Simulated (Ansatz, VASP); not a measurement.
# Two plane-wave programs on Ga

```xyz
2
Lattice="2.9894 0.0000 0.0000 -1.4947 2.5889 0.0000 0.0000 0.0000 4.7151" Properties=species:S:1:pos:R:3 pbc="T T T"
Ga    0.0000    1.7259    1.1788
Ga    1.4947    0.8630    3.5363
```

Alike in both runs: task single point; functional RPBE; k mesh 13 × 13 × 8; occupations fermi-dirac, width 0.1 eV; no spin polarisation.

|  | VASP | Ansatz |
| --- | --- | --- |
| version | VASP 6.6.1 | Ansatz 0.2.0 |
| potentials or method | VASP PAW PBE potentials, release 64 (Ga_d), cutoff 520 eV | plane waves (420 eV) with PAW, scalar-relativistic |
| valence electrons in the cell | 26 | 26 |

|  | VASP | Ansatz | Ansatz less VASP |
| --- | --- | --- | --- |
| pressure (GPa) | 4.5 | 4.3 | -0.14 |
| traceless stress, the component that is largest in VASP (GPa) | -0.04 | -0.06 | -0.018 |

VASP's potentials were made for PBE, not for RPBE. With one functional, cell and mesh, what is left measures potentials, basis and numerics.
